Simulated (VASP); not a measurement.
# Cu2Ni3 (R-3m) in VASP: single point with PBE

Aim: the single point of Cu2Ni3 with PBE.

Program: VASP 6.6.1. These are calculated values, not measurements. Logs are shortened: lines on timing, memory, paths and dates and some standing lists are left out, and cuts for length are marked.

## (1) The cell of the first run

It takes space group R-3m (No. 166, trigonal). The conventional cell has a = 2.507 Å, b = 2.507 Å, c = 30.702 Å, α = 90.00°, β = 90.00°, γ = 120.00°. Within 3.3 Å of Cu (site symmetry 3m) lie 9 Cu at 2.51 Å and 3 Ni at 2.51 Å. Within 3.3 Å of Ni (site symmetry 3m) lie 9 Ni at 2.51 Å and 3 Cu at 2.51 Å. Ni (site symmetry -3m) has 12 Ni at 2.51 Å within 3.3 Å.

## (2) Single point, PBE, collinear spin, ferromagnetic start

Contents of INCAR:

```
ALGO = Normal ; EDIFF = 1E-6
ENCUT = 520 ; GGA = PE
ISIF = 2 ; ISMEAR = 0
ISPIN = 2 ; LASPH = True
LCHARG = False ; LMAXMIX = 4
LORBIT = 11 ; LREAL = False
LWAVE = False ; MAGMOM = 0 0 2 2 2
NBANDS = 38 ; NELM = 150
PREC = Accurate ; SIGMA = 0.1
```

Contents of KPOINTS:

```
k-points
0
Gamma
  6 6 6
```

Contents of POSCAR:

```
Cu2Ni3
1.0
    1.2534051400      0.7236538000     10.2340101500
   -1.2534051400      0.7236538000     10.2340101500
    0.0000000000     -1.4473075900     10.2340101500
Cu Ni
2 3
Direct
    0.2000000000      0.2000000000      0.2000000000
    0.8000000000      0.8000000000      0.8000000000
    0.4000000000      0.4000000000      0.4000000000
    0.0000000000      0.0000000000      0.0000000000
    0.6000000000      0.6000000000      0.6000000000
```

Potentials or basis: VASP PAW PBE potentials, release 64 (Cu, Ni).

Launch:

```bash
$ cat potpaw_PBE.64/Cu/POTCAR potpaw_PBE.64/Ni/POTCAR > POTCAR
$ mpirun -np 1 vasp_std > vasp.out
```

OUTCAR:

```text
EDIFF = 1E-6
   ENCUT = 520
   GGA = PE
   ISIF = 2
   ISMEAR = 0
   ISPIN = 2
   LASPH = True
   LORBIT = 11
   LREAL = False
   NELM = 150
   PREC = Accurate

 ion  position               nearest neighbor table
   1  0.200  0.200  0.200-   5 2.51   5 2.51   2 2.51   2 2.51   5 2.51   2 2.51
   2  0.800  0.800  0.800-   3 2.51   3 2.51   1 2.51   1 2.51   3 2.51   1 2.51
   3  0.400  0.400  0.400-   4 2.51   4 2.51   2 2.51   2 2.51   4 2.51   2 2.51
   4  0.000  0.000  0.000-   5 2.51   5 2.51   3 2.51   3 2.51   5 2.51   3 2.51
   5  0.600  0.600  0.600-   1 2.51   1 2.51   4 2.51   4 2.51   1 2.51   4 2.51

  LATTYP: Found a trigonal (rhomboedric) cell.
 ALAT       =    10.3358436045
 COS(alpha) =     0.9705882354

  Lattice vectors:

 A1 = (   1.2534051400,   0.7236538000,  10.2340101500)
 A2 = (  -1.2534051400,   0.7236538000,  10.2340101500)
 A3 = (   0.0000000000,  -1.4473075900,  10.2340101500)

Analysis of symmetry for initial positions (statically):
=====================================================================
 Subroutine PRICEL returns:
 Original cell was already a primitive cell.

 Routine SETGRP: Setting up the symmetry group for a
 trigonal (rhombohedral) supercell.

 Subroutine GETGRP returns: Found 12 space group operations
 (whereof 12 operations were pure point group operations)
 out of a pool of 12 trial point group operations.

The static configuration has the point symmetry D_3d.

Analysis of symmetry for dynamics (positions and initial velocities):
=====================================================================
 Subroutine PRICEL returns:
 Original cell was already a primitive cell.

 Routine SETGRP: Setting up the symmetry group for a
 trigonal (rhombohedral) supercell.

 Subroutine GETGRP returns: Found 12 space group operations
 (whereof 12 operations were pure point group operations)
 out of a pool of 12 trial point group operations.

The dynamic configuration has the point symmetry D_3d.

Analysis of structural, dynamic, and magnetic symmetry:
=====================================================================
 Subroutine PRICEL returns:
 Original cell was already a primitive cell.

 Routine SETGRP: Setting up the symmetry group for a
 trigonal (rhombohedral) supercell.

 Subroutine GETGRP returns: Found 12 space group operations
 (whereof 12 operations were pure point group operations)
[... 131 lines left out ...]
  Thomas-Fermi vector in A             =   2.697255
   LORBIT       =     11    0 simple, 1 ext, 2 COOP (PROOUT), +10 PAW based schemes
   GGA     = PE    functional components
   LHFCALC =     F    Hartree Fock is set to
   AEXX    =    0.0000 exact exchange contribution
   IVDW    =     0    specifies the selected vdW correction
   LEPSILON=     F    determine dielectric tensor
   LRPA    =     F    only Hartree local field effects (RPA)
 spin polarized calculation
 Gauss-broadening in eV      SIGMA  =   0.10
  energy-cutoff  :      520.00
  volume of cell :       55.70
 maximum number of plane-waves:      1520
 NGX is ok and might be reduce to    80
   NGX = 39   NGY = 39   NGZ = 39

 number of electron      52.0000002 magnetization       1.3585931

 Free energy of the ion-electron system (eV)
  ---------------------------------------------------
  ext. energy  EPLUGINS =         0.00000000
  ---------------------------------------------------
  free energy    TOTEN  =       -23.82398190 eV

  energy without entropy =      -23.79956790  energy(sigma->0) =      -23.81177490

 E-fermi :   8.6486     XC(G=0): -13.0960

 val. band max:        8.6460285700   @ k =  -0.3333   0.5000   0.3333
 cond. band min:       8.6562976626   @ k =  -0.1667   0.1667   0.0000
 fundamental gap:      0.0102690926
 Fermi energy:         8.6485773158

 spin component 1

 k-point     1 :       0.0000    0.0000    0.0000
  band No.  band energies     occupation
      1      -0.5953      1.00000
      2       1.0029      1.00000
      3       1.0642      1.00000
      4       3.3856      1.00000
      5       3.8059      1.00000
      6       5.4236      1.00000
[... 973 lines left out ...]
     37      20.2177      0.00000
     38      20.3978      0.00000

 [... further k-points ...]

 spin component 2

 k-point     1 :       0.0000    0.0000    0.0000
  band No.  band energies     occupation
      1      -0.6281      1.00000
      2       0.9722      1.00000
      3       1.0331      1.00000
      4       3.3799      1.00000
      5       3.9704      1.00000
      6       5.4558      1.00000
[... 973 lines left out ...]
     37      20.2951      0.00000
     38      20.4469      0.00000

 [... further k-points ...]
[... 5 lines left out ...]
  --------------------------------------------------------------------------------------
  -------------------------------------------------------------------------------------
  Total        0.4765044      0.4765044      0.6756152      0.0000000      0.0000000      0.0000000
  in kB       13.7074957     13.7074957     19.4352689      0.0000000      0.0000000      0.0000000
  external PRESSURE =      15.6167534 kB  Pullay stress =       0.0000000 kB

 VOLUME and BASIS-vectors are now :
 -----------------------------------------------------------------------------
  energy-cutoff  :      520.00
  volume of cell :       55.70
      direct lattice vectors                 reciprocal lattice vectors
     1.253405140  0.723653800 10.234010150     0.398913315  0.230312710  0.032571136
    -1.253405140  0.723653800 10.234010150    -0.398913315  0.230312710  0.032571136
     0.000000000 -1.447307590 10.234010150     0.000000000 -0.460625419  0.032571136

 POSITION                                       TOTAL-FORCE (eV/Angst)
 -----------------------------------------------------------------------------------
      0.00000      0.00000      6.14041         0.000000      0.000000      0.262570
      0.00000      0.00000     24.56162         0.000000     -0.000000     -0.262570
      0.00000      0.00000     12.28081         0.000000     -0.000000     -0.324502
      0.00000      0.00000      0.00000         0.000000     -0.000000      0.000000
      0.00000      0.00000     18.42122         0.000000      0.000000      0.324502
 -----------------------------------------------------------------------------------
    total drift:                               -0.000000     -0.000000     -0.000000

  FREE ENERGIE OF THE ION-ELECTRON SYSTEM (eV)
  ---------------------------------------------------
  free  energy   TOTEN  =       -23.8239819013 eV

  energy  without entropy=      -23.7995678968  energy(sigma->0) =      -23.81177490

 total charge

# of ion       s       p       d       tot
------------------------------------------
    1        0.464   0.428   9.172  10.064
    2        0.464   0.428   9.172  10.064
    3        0.484   0.469   8.333   9.286
    4        0.486   0.478   8.297   9.261
    5        0.484   0.469   8.333   9.286
--------------------------------------------------
tot          2.381   2.271  43.308  47.960

 magnetization (x)

# of ion       s       p       d       tot
------------------------------------------
    1       -0.005  -0.010  -0.007  -0.021
    2       -0.005  -0.010  -0.007  -0.021
    3       -0.005  -0.017   0.418   0.396
    4       -0.006  -0.021   0.685   0.658
    5       -0.005  -0.017   0.418   0.396
--------------------------------------------------
tot         -0.025  -0.074   1.507   1.408
```

OSZICAR:

```text
N       E                     dE             d eps       ncg     rms          rms(c)
DAV:   1     0.388521801021E+03    0.38852E+03   -0.22125E+04  5056   0.216E+03
DAV:   2     0.909023354273E+01   -0.37943E+03   -0.35936E+03  4864   0.378E+02
DAV:   3    -0.270832521186E+02   -0.36173E+02   -0.33134E+02  5248   0.148E+02
[... 10 lines left out ...]
DAV:  14    -0.238236319788E+02    0.56707E-03   -0.11865E-02  7606   0.978E-01    0.214E-01
DAV:  15    -0.238239463126E+02   -0.31433E-03   -0.19659E-03  6330   0.509E-01    0.146E-01
DAV:  16    -0.238239650527E+02   -0.18740E-04   -0.28732E-04  8134   0.341E-01    0.550E-02
DAV:  17    -0.238239785953E+02   -0.13543E-04   -0.13892E-04  8006   0.147E-01    0.202E-02
DAV:  18    -0.238239823080E+02   -0.37127E-05   -0.26406E-05  7868   0.715E-02    0.113E-02
DAV:  19    -0.238239819013E+02    0.40662E-06   -0.51495E-06  5022   0.251E-02
   1 F= -.23823982E+02 E0= -.23811775E+02  d E =-.244140E-01  mag=     1.3587
```

stdout:

```text
POSCAR found type information on POSCAR CuNi
 POSCAR found :  2 types and       5 ions
 scaLAPACK will be used
 LDA part: xc-table for (Slater+PW92), standard interpolation
 POSCAR, INCAR and KPOINTS ok, starting setup
 FFT: planning ... GRIDC
 FFT: planning ... GRID_SOFT
 FFT: planning ... GRID
 WAVECAR not read
 entering main loop
```

Wall time 39 min (1 thread of AMD EPYC 7R13 (Zen 3), shared host); peak memory 1.3 GiB.

What came out:

| Item | Value |
| --- | --- |
| Free energy | -23.8240 eV |
| Pressure | 1.6 GPa |
| Largest force | 0.325 eV/Å |
| Net moment | 1.36 μB per cell |
| Site moments | Cu -0.02; Ni +0.40, +0.66 μB |
| Valence electrons inside the program's atomic spheres | Cu 10.06; Ni 9.29, 9.26 |

Forces on the atoms (eV/Å):
```
Cu   0.000  0.000  0.263
Cu   0.000  0.000 -0.263
Ni   0.000  0.000 -0.325
Ni   0.000  0.000  0.000
Ni   0.000  0.000  0.325
```

Stress tensor (GPa, compression positive):
```
1.37 0.00 0.00
0.00 1.37 0.00
0.00 0.00 1.94
```

Levels at points of the mesh, in eV from the Fermi level:
Spin up:
```csv
k point,band 24,band 25,band 26,band 27,band 28,band 29,band 30,band 31,band 32,band 33
"(0.00, 0.00, 0.00)",-1.54,-1.10,-1.10,-0.79,-0.79,-0.56,-0.56,6.95,7.54,16.32
"(0.50, 0.00, 0.00)",-0.47,-0.22,-0.21,1.40,1.57,2.19,2.45,4.93,6.88,6.94
"(0.50, 0.50, 0.00)",-0.22,-0.21,0.53,0.68,1.93,2.02,2.45,5.04,5.88,8.50
"(0.50, 0.50, 0.50)",-1.10,-1.10,-0.81,-0.81,-0.54,-0.54,-0.49,5.08,11.39,11.51
```
Spin down:
| k point | band 22 | band 23 | band 24 | band 25 | band 26 | band 27 | band 28 | band 29 | band 30 | band 31 |
| --- | --- | --- | --- | --- | --- | --- | --- | --- | --- | --- |
| (0.00, 0.00, 0.00) | -1.38 | -1.31 | -1.31 | -0.59 | -0.59 | -0.33 | -0.33 | 0.05 | 0.05 | 6.97 |
| (0.50, 0.00, 0.00) | -0.43 | -0.06 | 0.24 | 0.27 | 0.36 | 1.53 | 1.62 | 2.39 | 2.52 | 5.04 |
| (0.50, 0.50, 0.00) | -0.03 | 0.24 | 0.27 | 0.37 | 0.51 | 0.92 | 1.98 | 2.24 | 2.51 | 5.09 |
| (0.50, 0.50, 0.50) | -1.33 | -1.33 | -0.59 | -0.59 | -0.53 | -0.35 | -0.35 | 0.06 | 0.06 | 5.23 |

Caveat: the k points lie up to 0.48 Å⁻¹ apart.
